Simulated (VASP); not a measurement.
Au, 1 atom in the cell. The structure is cubic, space group Fm-3m (No. 225). Conventional cell: a = 4.070 Å, b = 4.070 Å, c = 4.070 Å, α = 90.00°, β = 90.00°, γ = 90.00°. Within 3.8 Å of Au (site symmetry m-3m) lie 12 Au at 2.88 Å. 

```yaml
Program: VASP 6.6.1
Task: relaxation of cell and atoms
Functional: PBE
Dispersion: D3(BJ)
Potentials_or_basis: VASP PAW PBE potentials, release 64 (Au)
Cutoff: 600 eV
k_mesh: 13 × 13 × 13
Occupations: fermi-dirac, width 0.1 eV
Spin: no spin polarisation
Dipole_correction: no
Further_INCAR_settings: ALGO = Normal; EDIFF = 1e-06; IBRION = 2; EDIFFG = -0.01; NSW = 80; ISIF = 3
```

Potentials or basis: VASP PAW PBE potentials, release 64 (Au).

Command:

```console
$ cat potpaw_PBE.64/Au/POTCAR > POTCAR
$ mpirun -np 1 vasp_std > vasp.out
```

Hardware: 1 thread of Intel(R) Xeon(R) Platinum 8488C (Sapphire Rapids), with other jobs on the host.

Task: Estimate the wall time of this run.

Result: Run time: 16 s on 1 thread of Intel(R) Xeon(R) Platinum 8488C (Sapphire Rapids), with other jobs on the host, peak memory 0.17 GiB. Counts: scf iterations 25, k points 84, ion steps 3.
